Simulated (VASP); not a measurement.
WS2, 3 atoms in the cell. The cell holds a sheet with vacuum, 3 atoms: a = 3.125 Å, b = 3.125 Å, c = 21.140 Å, α = 90.00°, β = 90.00°, γ = 120.00°. 

| Quantity | Value |
| --- | --- |
| Program | VASP 6.6.1 |
| Task | single point |
| Functional | LDA |
| Potentials or basis | VASP PAW LDA potentials, release 64 (S, W_sv) |
| Cutoff | 520 eV |
| k mesh | 12 × 12 × 1 |
| Occupations | gaussian, width 0.01 eV |
| Spin | no spin polarisation |
| Dipole correction | no |
| Further INCAR settings | ALGO = Normal; EDIFF = 1e-07; NBANDS = 20 |

Potentials or basis: VASP PAW LDA potentials, release 64 (S, W_sv).

Command:

```sh
$ cat potpaw_LDA.64/S/POTCAR potpaw_LDA.64/W_sv/POTCAR > POTCAR
$ mpirun -np 1 vasp_std > vasp.out
```

Hardware: 1 thread of AMD EPYC 7R43 64-Core Processor (Zen 3) (shared host).

Estimate the wall time of this run.

Run time: 3 min on 1 thread of AMD EPYC 7R43 64-Core Processor (Zen 3) (shared host), peak memory 0.22 GiB. Counts: scf iterations 25, k points 19.
